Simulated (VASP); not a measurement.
# B2As: single point with PBE

B2As:

```
B As
1.0
     0.00000    3.14453    3.14453
     3.14453    0.00000    3.14453
     3.14453    3.14453    0.00000
B As
4 2
Direct
  0.62500 0.62500 0.62500
  0.12500 0.62500 0.62500
  0.62500 0.62500 0.12500
  0.62500 0.12500 0.62500
  0.00000 0.00000 0.00000
  0.25000 0.25000 0.25000
```

```json
{"Program": "VASP 6.6.1", "Task": "single point", "Functional": "PBE", "Potentials or basis": "VASP PAW PBE potentials, release 64 (B, As)", "Cutoff": "520 eV", "k mesh": "4 × 4 × 4", "Occupations": "gaussian, width 0.1 eV", "Spin": "no spin polarisation", "Dipole correction": "no", "Further INCAR settings": "ALGO = Normal; EDIFF = 1e-06; NBANDS = 20"}
```

| Property | Result |
| --- | --- |
| Pressure | 0.2 GPa |
| Band gap on the k mesh | zero (band 11 reaches 9.43 eV, above the bottom of band 12 at 5.87 eV) |

Levels at points of the mesh, in eV from the Fermi level:
```tsv
k point	band 8	band 9	band 10	band 11	band 12	band 13	band 14	band 15	band 16	band 17
(0.00, 0.00, 0.00)	-4.94	-4.94	-4.94	-2.36	-2.36	-1.77	-1.77	-1.77	6.21	6.21
(0.50, 0.00, 0.00)	-5.78	-1.71	-0.81	-0.08	-0.08	0.71	0.71	4.17	4.29	4.29
(0.50, 0.50, 0.00)	-1.13	0.75	0.75	0.91	0.91	1.36	1.36	2.95	2.95	3.18
```

Run time: 26 s on 1 thread of AMD EPYC 7R13 Processor (Zen 3), on a shared host, peak memory 0.17 GiB.

Caveat: the k points lie up to 0.43 Å⁻¹ apart.
